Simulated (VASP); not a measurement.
AlH6:

```
Al H
1.0
     5.87713    0.00000    0.00000
    -2.93856    5.08974    0.00000
     0.00000    0.00000    2.68934
Al H
1 6
Direct
  0.00000 0.00000 0.50000
  0.56578 0.00000 0.50000
  0.00000 0.56578 0.50000
  0.43422 0.43422 0.50000
  0.43422 0.00000 0.50000
  0.00000 0.43422 0.50000
  0.56578 0.56578 0.50000
```

* Program: VASP 6.6.1
* Task: relaxation of cell and atoms
* Functional: PBE
* Potentials or basis: VASP PAW PBE potentials, release 64 (Al, H)
* Cutoff: 600 eV
* k mesh: 6 × 6 × 14
* Occupations: gaussian, width 0.1 eV
* Spin: no spin polarisation

At the start: pressure -0.6 GPa; volume 11.49 Å³/atom.

How do energy, volume and symmetry change on relaxing?

Over 10 steps the energy falls by 5.6 meV/atom and the volume is 11.03 Å³/atom (-4.0 %); space group P6/mmm (No. 191, to 0.05 Å).

The path:
```
step  energy change (eV)  largest force (eV/Å)  pressure (GPa)  volume (Å³)
   1              0.0000                0.0117           -0.57        80.45
   2             -0.0090                0.0377           -0.69        79.97
   3             -0.0297                0.1966           -0.72        78.51
   4             -0.0101                0.5120           -0.45        75.54
   5             -0.0338                0.2941           -0.64        77.61
   6             -0.0370                0.1927           -0.33        77.30
   7             -0.0384                0.0741            0.02        76.95
   8             -0.0384                0.0677            0.04        76.93
   9             -0.0387                0.0499            0.04        77.00
  10             -0.0391                0.0036            0.05        77.19
```

Final structure:
```xyz
7
Lattice="5.9056 0.0000 0.0000 -2.9528 5.1144 0.0000 0.0000 0.0000 2.5558" Properties=species:S:1:pos:R:3 pbc="T T T"
Al    0.0000    0.0000    1.2779
H     3.3391    0.0000    1.2779
H    -1.6696    2.8918    1.2779
H     1.2832    2.2226    1.2779
H     2.5665    0.0000    1.2779
H    -1.2832    2.2226    1.2779
H     1.6696    2.8918    1.2779
```
